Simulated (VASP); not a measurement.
# Ag (Pm-3m) in VASP: notebook

The runs below take Ag through single point, relaxation of cell and atoms, with r2SCAN.

All numbers are computed with VASP 6.6.1; they aren't measurements. Logs are shortened: lines on timing, memory, paths and dates and some standing lists are left out, and cuts for length are marked.

## 1. The cell of the first run

It takes space group Pm-3m (No. 221, cubic). The conventional cell has a = 2.715 Å, b = 2.715 Å, c = 2.715 Å, α = 90.00°, β = 90.00°, γ = 90.00°. Ag (site symmetry m-3m) has 6 Ag at 2.72 Å within 3.6 Å.

This isn't the form of Ag at room conditions, which is fcc.

## 2. Single point, r2SCAN

File POSCAR:

```
Ag
1.0
    2.7154691185      0.0000000000      0.0000000000
    0.0000000000      2.7154691185      0.0000000000
    0.0000000000      0.0000000000      2.7154691185
Ag
1
Direct
    0.0000000000      0.0000000000      0.0000000000
```

File INCAR.step1:

```
ALGO     = Normal         # electronic algorithm
EDIFF    = 1E-4           # SCF threshold, eV
ENCUT    = 520            # plane-wave cutoff, eV
GGA      = PE             # functional
ISMEAR   = -1             # smearing method
LASPH    = True           # aspherical terms in the spheres
LCHARG   = False          # write CHGCAR
LREAL    = False          # projectors in reciprocal space
LWAVE    = True           # write WAVECAR
NBANDS   = 12             # bands
NELM     = 80             # most SCF steps
PREC     = Accurate       # precision mode
SIGMA    = 0.1            # smearing width, eV
```

File INCAR.step2:

```
ALGO     = Normal         # electronic algorithm
EDIFF    = 1E-7           # SCF threshold, eV
ENCUT    = 520            # plane-wave cutoff, eV
ISIF     = 2              # what is computed and relaxed
ISMEAR   = -1             # smearing method
ISTART   = 1            
LASPH    = True           # aspherical terms in the spheres
LCHARG   = True           # write CHGCAR
LELF     = True           # ELF
LMIXTAU  = True         
LREAL    = False          # projectors in reciprocal space
LVHAR    = True         
LWAVE    = False          # write WAVECAR
METAGGA  = R2SCAN         # meta-GGA
NBANDS   = 12             # bands
NELM     = 80             # most SCF steps
PREC     = Accurate       # precision mode
SIGMA    = 0.1            # smearing width, eV
```

File KPOINTS:

```
k-points
0
Gamma
  19 19 19
```

Potentials or basis: VASP PAW PBE potentials, release 64 (Ag).

Command:

```bash
$ cat potpaw_PBE.64/Ag/POTCAR > POTCAR
$ cp INCAR.step1 INCAR
$ mpirun -np 1 vasp_std > vasp.out
$ cp INCAR.step2 INCAR
$ mpirun -np 1 vasp_std > vasp.out
```

OUTCAR:

```text
EDIFF = 1E-7
   ENCUT = 520
   ISIF = 2
   ISMEAR = -1
   ISTART = 1
   LASPH = True
   LREAL = False
   METAGGA = R2SCAN
   NELM = 80
   PREC = Accurate

 ion  position               nearest neighbor table
   1  0.000  0.000  0.000-

  LATTYP: Found a simple cubic cell.
 ALAT       =     2.7154691185

  Lattice vectors:

 A1 = (   2.7154691185,   0.0000000000,   0.0000000000)
 A2 = (   0.0000000000,   2.7154691185,   0.0000000000)
 A3 = (   0.0000000000,   0.0000000000,   2.7154691185)

Analysis of symmetry for initial positions (statically):
=====================================================================
 Subroutine PRICEL returns:
 Original cell was already a primitive cell.

 Routine SETGRP: Setting up the symmetry group for a
 simple cubic supercell.

 Subroutine GETGRP returns: Found 48 space group operations
 (whereof 48 operations were pure point group operations)
 out of a pool of 48 trial point group operations.

The static configuration has the point symmetry O_h .

Analysis of symmetry for dynamics (positions and initial velocities):
=====================================================================
 Subroutine PRICEL returns:
 Original cell was already a primitive cell.

 Routine SETGRP: Setting up the symmetry group for a
 simple cubic supercell.

 Subroutine GETGRP returns: Found 48 space group operations
 (whereof 48 operations were pure point group operations)
 out of a pool of 48 trial point group operations.

The dynamic configuration has the point symmetry O_h .

 Subroutine INISYM returns: Found 48 space group operations
 (whereof 48 operations are pure point group operations),
 and found     1 'primitive' translations

----------------------------------------------------------------------------------------

                                     Primitive cell

  volume of cell :      20.0233

  direct lattice vectors                    reciprocal lattice vectors
     2.715469119  0.000000000  0.000000000     0.368260494  0.000000000  0.000000000
     0.000000000  2.715469119  0.000000000     0.000000000  0.368260494  0.000000000
     0.000000000  0.000000000  2.715469119     0.000000000  0.000000000  0.368260494

  length of vectors
     2.715469119  2.715469119  2.715469119     0.368260494  0.368260494  0.368260494

  position of ions in fractional coordinates (direct lattice)
     0.000000000  0.000000000  0.000000000

  ion indices of the primitive-cell ions
   primitive index   ion index
                 1           1

----------------------------------------------------------------------------------------

 KPOINTS: k-points

Automatic generation of k-mesh.
 Grid dimensions read from file:
 generate k-points for:   19   19   19

 Generating k-lattice:

  Cartesian coordinates                     Fractional coordinates (reciprocal lattice)
     0.019382131  0.000000000  0.000000000     0.052631579  0.000000000  0.000000000
     0.000000000  0.019382131  0.000000000     0.000000000  0.052631579  0.000000000
     0.000000000  0.000000000  0.019382131     0.000000000  0.000000000  0.052631579

  Length of vectors
     0.019382131  0.019382131  0.019382131

  Shift w.r.t. Gamma in fractional coordinates (k-lattice)
     0.000000000  0.000000000  0.000000000

 Subroutine IBZKPT returns following result:
 ===========================================

 Found    220 irreducible k-points:

 Following reciprocal coordinates:
            Coordinates               Weight
  0.000000  0.000000  0.000000      1.000000
  0.052632  0.000000  0.000000      6.000000
  0.105263  0.000000  0.000000      6.000000
  0.157895  0.000000  0.000000      6.000000
  0.210526  0.000000  0.000000      6.000000
  0.263158  0.000000  0.000000      6.000000
[... 16 lines left out ...]
  0.263158  0.105263  0.000000     24.000000
  0.315789  0.105263  0.000000     24.000000
 [... further k-points ...]
   k-points           NKPTS =    220   k-points in BZ     NKDIM =    220   number of bands    NBANDS=     12
   number of dos      NEDOS =    301   number of ions     NIONS =      1
   total plane-waves  NPLWV =   8000
   dimension x,y,z NGX =    20 NGY =   20 NGZ =   20
   dimension x,y,z NGXF=    40 NGYF=   40 NGZF=   40
   ions per type =               1
   NGX,Y,Z   is equivalent  to a cutoff of  12.24, 12.24, 12.24 a.u.
   NGXF,Y,Z  is equivalent  to a cutoff of  24.49, 24.49, 24.49 a.u.
 SYSTEM =  unknown system
   PREC   = accura    normal or accurate (medium, high low for compatibility)
   ISTART =      1    job   : 0-new  1-cont  2-samecut
   ICHARG =      0    charge: 1-file 2-atom 10-const
   ISPIN  =      1    spin polarized calculation?
   LNONCOLLINEAR =      F non collinear calculations
   LSORBIT =      F    spin-orbit coupling
   LASPH  =      T    aspherical Exc in radial PAW
   ENCUT  =  520.0 eV  38.22 Ry    6.18 a.u.   5.05  5.05  5.05*2*pi/ulx,y,z
   NELM   =     80;   NELMIN=  2; NELMDL=  0     # of ELM steps
   EDIFF  = 0.1E-06   stopping-criterion for ELM
   LREAL  =      F    real-space projection
   EDIFFG = 0.1E-05   stopping-criterion for IOM
   NSW    =      0    number of steps for IOM
   IBRION =     -1    ionic relax: 0-MD 1-quasi-New 2-CG
   NFREE  =      0    steps in history (QN), initial steepest desc. (CG)
   ISIF   =      2    stress and relaxation
   ISYM   =      2    0-nonsym 1-usesym 2-fastsym
   POTIM  = 0.5000    time-step for ionic-motion
   TEBEG  =    0.0;   TEEND  =   0.0 temperature during run
   PSTRESS=    0.0 pullay stress
   NELECT =      11.0000    total number of electrons
   NUPDOWN=      -1.0000    fix difference up-down
   EMIN   =  10.00;   EMAX   =-10.00  energy-range for DOS
   EFERMI =   0.00;   METHOD = LEGACY
   ISMEAR =    -1;   SIGMA  =   0.10  broadening in eV -4-tet -1-fermi 0-gaus
   EFERMI_NEDOS =   21; number of points for ismear=-14 and -15
   IALGO  =     38    algorithm
   IMIX   =      4    mixing-type and parameters
     AMIX     =   0.40;   BMIX     =  1.00
     AMIX_MAG =   1.60;   BMIX_MAG =  1.00
  volume/ion in A,a.u.               =      20.02       135.12
  Fermi-wavevector in a.u.,A,eV,Ry     =   1.340790  2.533726 24.459447  1.797719
  Thomas-Fermi vector in A             =   2.469075
   LORBIT       =      0    0 simple, 1 ext, 2 COOP (PROOUT), +10 PAW based schemes
   METAGGA = R2SCAN    functional components
   LHFCALC =     F    Hartree Fock is set to
   AEXX    =    0.0000 exact exchange contribution
   IVDW    =     0    specifies the selected vdW correction
   LEPSILON=     F    determine dielectric tensor
   LRPA    =     F    only Hartree local field effects (RPA)
 non-spin polarized calculation
  energy-cutoff  :      520.00
  volume of cell :       20.02
 maximum number of plane-waves:       554
   NGX = 11   NGY = 11   NGZ = 11

 number of electron      10.9999997 magnetization

 Free energy of the ion-electron system (eV)
  ---------------------------------------------------
  ext. energy  EPLUGINS =         0.00000000
  ---------------------------------------------------
  free energy    TOTEN  =       -21.02257618 eV

  energy without entropy =      -21.01448794  energy(sigma->0) =      -21.01853206

 E-fermi :   6.3639     XC(G=0): -11.7978

 val. band max:        6.3502602111   @ k =   0.3684   0.3158   0.1053
 cond. band min:       6.5017403909   @ k =   0.4211   0.2632   0.0000
 fundamental gap:      0.1514801798
 Fermi energy:         6.3639362114

 k-point     1 :       0.0000    0.0000    0.0000
  band No.  band energies     occupation
      1      -0.3758      2.00000
      2       0.1049      2.00000
      3       0.1049      2.00000
      4       3.2443      2.00000
      5       3.2443      2.00000
      6       3.2443      2.00000
      7      21.0417      0.00000
      8      21.0417      0.00000
      9      21.0417      0.00000
     10      26.3770      0.00000
     11      26.3770      0.00000
     12      26.9446      0.00000

 k-point     2 :       0.0526    0.0000    0.0000
  band No.  band energies     occupation
      1      -0.3112      2.00000
      2       0.1132      2.00000
      3       0.1498      2.00000
      4       3.2136      2.00000
      5       3.2136      2.00000
      6       3.2469      2.00000
      7      20.3545      0.00000
      8      21.1410      0.00000
      9      21.1410      0.00000
     10      26.3164      0.00000
     11      26.6072      0.00000
     12      27.4913      0.00000

 k-point     3 :       0.1053    0.0000    0.0000
  band No.  band energies     occupation
      1      -0.1476      2.00000
      2       0.1371      2.00000
      3       0.3111      2.00000
      4       3.1258      2.00000
      5       3.1258      2.00000
      6       3.2542      2.00000
      7      18.8867      0.00000
      8      21.4335      0.00000
      9      21.4335      0.00000
     10      26.1407      0.00000
     11      26.6785      0.00000
     12      29.1505      0.00000
[... 286 lines left out ...]
 k-point    23 :       0.2632    0.1053    0.0000
  band No.  band energies     occupation
      1       0.3460      2.00000
      2       0.6314      2.00000
      3       1.8159      2.00000
      4       2.6781      2.00000
      5       2.7687      2.00000
      6       3.1839      2.00000
      7      14.1299      0.00000
      8      20.6844      0.00000
      9      23.6774      0.00000
     10      25.6543      0.00000
     11      28.3565      0.00000
     12      31.9709      0.00000

 k-point    24 :       0.3158    0.1053    0.0000
  band No.  band energies     occupation
      1       0.4125      2.00000
      2       0.7631      2.00000
      3       2.0508      2.00000
      4       2.5205      2.00000
      5       3.2004      2.00000
      6       3.2416      2.00000
      7      12.5233      0.00000
      8      21.3471      0.00000
      9      24.5276      0.00000
     10      25.3673      0.00000
     11      27.7556      0.00000
     12      31.8718      0.00000

 [... further k-points ...]
[... 5 lines left out ...]
  --------------------------------------------------------------------------------------
  -------------------------------------------------------------------------------------
  Total        0.0175644      0.0175644      0.0175644      0.0000000     -0.0000000      0.0000000
  in kB        1.4054314      1.4054314      1.4054314      0.0000000     -0.0000000      0.0000000
  external PRESSURE =       1.4054314 kB  Pullay stress =       0.0000000 kB

 VOLUME and BASIS-vectors are now :
 -----------------------------------------------------------------------------
  energy-cutoff  :      520.00
  volume of cell :       20.02
      direct lattice vectors                 reciprocal lattice vectors
     2.715469119  0.000000000  0.000000000     0.368260494  0.000000000  0.000000000
     0.000000000  2.715469119  0.000000000     0.000000000  0.368260494  0.000000000
     0.000000000  0.000000000  2.715469119     0.000000000  0.000000000  0.368260494

 POSITION                                       TOTAL-FORCE (eV/Angst)
 -----------------------------------------------------------------------------------
      0.00000      0.00000      0.00000         0.000000      0.000000      0.000000
 -----------------------------------------------------------------------------------
    total drift:                                0.000000      0.000000      0.000000

  FREE ENERGIE OF THE ION-ELECTRON SYSTEM (eV)
  ---------------------------------------------------
  free  energy   TOTEN  =       -21.0225761763 eV

  energy  without entropy=      -21.0144879423  energy(sigma->0) =      -21.01853206
```

It took 3.6 min on 1 thread of Intel Xeon 8259CL, shared host; peak memory 0.17 GiB.

Results:

* Free energy: -21.0226 eV
* Pressure: 0.1 GPa
* Band gap on the k mesh: zero (an odd number of electrons rules out a gap without spin polarisation)

Caveat: the PAW data sets were made with another functional, which shifts forces and pressure a little.

## 3. Relaxation of cell and atoms, r2SCAN

This run uses another cell than the first one, of 18.42 Å³/atom.

File POSCAR:

```
Ag
1.0
    2.6410353091      0.0000000000      0.0000000000
    0.0000000000      2.6410353091      0.0000000000
    0.0000000000      0.0000000000      2.6410353091
Ag
1
Direct
    0.0000000000      0.0000000000      0.0000000000
```

File INCAR.step1:

```
ALGO = Normal
EDIFF = 1E-4
ENCUT = 600
GGA = PE
ISMEAR = -1
LASPH = True
LCHARG = False
LREAL = False
LWAVE = True
NELM = 60
PREC = Accurate
SIGMA = 0.1
```

File INCAR.step2:

```
ALGO = Normal
EDIFF = 1E-6
EDIFFG = -0.01
ENCUT = 600
IBRION = 2
ISIF = 3
ISMEAR = -1
ISTART = 1
LASPH = True
LCHARG = False
LMIXTAU = True
LREAL = False
LWAVE = False
METAGGA = R2SCAN
NELM = 60
NSW = 80
PREC = Accurate
SIGMA = 0.1
```

File KPOINTS:

```
k-points
0
Gamma
  12 12 12
```

Potentials or basis: VASP PAW PBE potentials, release 64 (Ag).

Command:

```bash
$ cat potpaw_PBE.64/Ag/POTCAR > POTCAR
$ cp INCAR.step1 INCAR
$ mpirun -np 1 vasp_std > vasp.out
$ cp INCAR.step2 INCAR
$ mpirun -np 1 vasp_std > vasp.out
```

Wall time 3.1 min (1 thread of Intel Xeon 8259CL, shared host); peak memory 0.16 GiB.

The run converged. Its results:

```
Free energy                           : -21.0200 eV
Relaxed volume                        : 20.07 Å³/atom
Relaxed cell                          : a = 2.717 Å, b = 2.717 Å, c = 2.717 Å, α = 90.00°, β = 90.00°, γ = 90.00°
Space group after relaxing (to 0.1 Å) : Pm-3m (No. 221)
Energy gained by relaxing             : 40.2 meV/atom
Ionic steps                           : 3
Pressure after relaxing               : 0.0 GPa
Band gap on the k mesh                : zero (an odd number of electrons rules out a gap without spin polarisation)
```

The path:
| step | energy change (eV) | largest force (eV/Å) | pressure (GPa) | volume (Å³) |
| --- | --- | --- | --- | --- |
| 1 | 0.0000 | 0.0000 | 8.62 | 18.42 |
| 2 | -0.0264 | 0.0000 | -3.67 | 21.19 |
| 3 | -0.0402 | 0.0000 | 0.04 | 20.07 |

Final structure:
```
Ag
1.0
     2.71736    0.00000    0.00000
     0.00000    2.71736    0.00000
     0.00000    0.00000    2.71736
Ag
1
Direct
  0.00000 0.00000 0.00000
```

Levels at points of the mesh, in eV from the Fermi level:
| k point | band 3 | band 4 | band 5 | band 6 | band 7 | band 8 |
| --- | --- | --- | --- | --- | --- | --- |
| (0.00, 0.00, 0.00) | -6.23 | -3.11 | -3.11 | -3.11 | 14.67 | 14.67 |
| (0.50, 0.00, 0.00) | -4.13 | -4.13 | -3.01 | -0.52 | 1.78 | 17.80 |
| (0.50, 0.50, 0.00) | -3.95 | -3.95 | -2.27 | 4.07 | 4.07 | 7.93 |
| (0.50, 0.50, 0.50) | -5.67 | -2.21 | -2.21 | 8.98 | 8.98 | 8.98 |

Caveat: the PAW data sets were made with another functional, which shifts forces and pressure a little.

The gap in the log of VASP goes by the Fermi energy; the results here count the filled bands.